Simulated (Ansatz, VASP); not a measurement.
## Re: VASP beside Ansatz

```
CELL_PARAMETERS angstrom
-1.89789 1.55927 1.39127
1.55927 -1.89789 1.39127
3.51335 3.51335 -2.01144
ATOMIC_POSITIONS crystal
Re 0.95833 0.04167 0.00000
Re 0.79167 0.20833 0.50000
```

Alike in both runs: task single point; functional PBEsol; k mesh 17 × 17 × 8; occupations fermi-dirac, width 0.1 eV; no spin polarisation.

```csv
,VASP,Ansatz
version,VASP 6.6.1,Ansatz 0.2.0
potentials or method,"VASP PAW PBE potentials, release 64 (Re), cutoff 520 eV","plane waves (420 eV) with PAW, scalar-relativistic"
valence electrons in the cell,14,30
```

|  | VASP | Ansatz | Ansatz less VASP |
| --- | --- | --- | --- |
| pressure (GPa) | -25.8 | -25.3 | +0.53 |
| traceless stress, the component that is largest in VASP (GPa) | -0.23 | -0.15 | +0.076 |

VASP's potentials were made for PBE, not for PBEsol, and Ansatz warns of the same on its side. With one functional, cell and mesh, what is left measures potentials, basis and numerics. VASP's potentials hold 14 valence electrons a cell and Ansatz's 30, so a difference there can come from the potentials and not from the codes.

Neither program's run includes spin-orbit coupling.
